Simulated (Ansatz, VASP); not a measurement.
**C: VASP beside Ansatz**

INCAR

```
  ALGO = Normal
  EDIFF = 1E-7
  ENCUT = 520
  GGA = PS
  ISIF = 2
  ISMEAR = 0
  IVDW = 12
  LASPH = True
  LCHARG = True
  LELF = True
  LREAL = False
  LVHAR = True
  LWAVE = False
  NBANDS = 31
  NELM = 100
  PREC = Accurate
  SIGMA = 0.05
```

Contents of KPOINTS:

```
k-points
0
Gamma
  8 11 3
```

File POSCAR:

```
C
1.0
    0.0000000000      1.4191802056     -3.2829684911
   -2.4580922212      0.0000000000      0.0000000000
    3.2774562949     10.1778449805      0.4479620028
C
10
Direct
   -0.1783931147      0.7858553907      0.8893915430
    0.7095800675      0.6911776854      0.0683832640
    0.7375867720      0.4648471117      0.2736353338
   -0.2344065236      1.2385165381      0.4788874035
   -0.2063998191      1.0121859644      0.6841394733
    0.7184266369      0.2824917409      0.1368688057
   -0.2535666586      1.0561611673      0.3421208755
   -0.2255599542      0.8298305936      0.5473729452
   -0.1975532497      1.6035000199      0.7526250150
   -0.1695465453      1.3771694463      0.9578770847
```

Input for Ansatz:

```yaml
crystal:
  lattice:
    - [0.0, 1.4191802056, -3.2829684911]
    - [-2.4580922212, 0.0, 0.0]
    - [3.2774562949, 10.1778449805, 0.4479620028]
  atoms:
    - { symbol: C, position: [-0.1783931147, 0.7858553907, 0.889391543] }
    - { symbol: C, position: [0.7095800675, 0.6911776854, 0.068383264] }
    - { symbol: C, position: [0.737586772, 0.4648471117, 0.2736353338] }
    - { symbol: C, position: [-0.2344065236, 1.2385165381, 0.4788874035] }
    - { symbol: C, position: [-0.2063998191, 1.0121859644, 0.6841394733] }
    - { symbol: C, position: [0.7184266369, 0.2824917409, 0.1368688057] }
    - { symbol: C, position: [-0.2535666586, 1.0561611673, 0.3421208755] }
    - { symbol: C, position: [-0.2255599542, 0.8298305936, 0.5473729452] }
    - { symbol: C, position: [-0.1975532497, 1.6035000199, 0.752625015] }
    - { symbol: C, position: [-0.1695465453, 1.3771694463, 0.9578770847] }
basis:
  ecutwfc: 520.0
kpoints:
  mp_grid: { grid: [8, 11, 3] }
hamiltonian:
  xc: pbesol
  pseudopotentials: { kind: paw, azcp: { folder: soft_1 } }
  dispersion: d3bj
scf:
  occupations: { method: gaussian, width: 0.05 }
output:
  forces: true
  stress: true
  eigenvalues: true
```

Alike in both runs: task single point; functional PBEsol; dispersion D3(BJ); k mesh 8 × 11 × 3; occupations gaussian, width 0.05 eV; no spin polarisation.

```csv
,VASP,Ansatz
version,VASP 6.6.1,Ansatz 0.2.0
potentials or method,"VASP PAW PBE potentials, release 64 (C), cutoff 520 eV","scalar-relativistic, plane waves, PAW"
valence electrons in the cell,40,40
```

Ansatz gave:

```
gap on the k mesh at the Fermi level (eV)                     : 0.30
least direct gap on the mesh (eV)                             : 0.30
pressure (GPa)                                                : 27.0
traceless stress, the component that is largest in VASP (GPa) : 36.96
rms of the force components (eV/Å)                            : 6.698
```

Q: What did VASP give for the same quantities?

A: gap on the k mesh at the Fermi level (eV): 0.30; least direct gap on the mesh (eV): 0.30; pressure (GPa): 28.0; traceless stress, the component that is largest in VASP (GPa): 37.65; rms of the force components (eV/Å): 6.773.

VASP's potentials were made for PBE, not for PBEsol, and Ansatz warns of the same on its side. Atom by atom the forces differ by 0.086 eV/Å (rms over components).
